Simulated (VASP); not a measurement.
A run of VASP 6.6.1:

The input INCAR:

```
PREC     = Accurate       # precision mode
ENCUT    = 600            # plane-wave cutoff, eV
EDIFF    = 1E-6           # SCF threshold, eV
ISMEAR   = 0              # smearing method
SIGMA    = 0.1            # smearing width, eV
LREAL    = False          # projectors in reciprocal space
LASPH    = True           # aspherical terms in the spheres
NELM     = 100            # most SCF steps
ALGO     = Normal         # electronic algorithm
ISIF     = 3              # what is computed and relaxed
LWAVE    = False          # write WAVECAR
LCHARG   = False          # write CHGCAR
GGA      = PE             # functional
IBRION   = 2              # ionic algorithm
NSW      = 100            # ionic steps
EDIFFG   = -0.01          # ionic threshold
```

Contents of KPOINTS:

```
Automatic mesh
0
Gamma
  12 12 8
```

POSCAR

```
Li3SiN2
1.0
    3.2067894113      0.0000000000      0.0000000000
    0.0000000000      3.2067894113      0.0000000000
    0.0000000000      0.0000000000      5.0639823030
Li Si N
3 1 2
Direct
    0.5000000000      0.0000000000      0.0085840741
    0.0000000000      0.5000000000      0.0085840741
    0.0000000000      0.0000000000      0.3583875163
    0.5000000000      0.5000000000      0.6112742024
    0.5000000000      0.5000000000      0.2750073834
    0.0000000000      0.0000000000      0.7381627796
```

Potentials or basis: VASP PAW PBE potentials, release 64 (Li_sv, Si, N).

The run is started by

```bash
$ cat potpaw_PBE.64/Li_sv/POTCAR potpaw_PBE.64/Si/POTCAR potpaw_PBE.64/N/POTCAR > POTCAR
$ mpirun -np 1 vasp_std > vasp.out
```

Hardware: 1 thread of AMD EPYC 9R45 96-Core Processor (Zen 5) (shared host).

Estimate the wall time of this run.

It took 3 min on 1 thread of AMD EPYC 9R45 96-Core Processor (Zen 5) (shared host), peak memory 0.24 GiB. Counts: scf iterations 47, k points 140, ion steps 10.
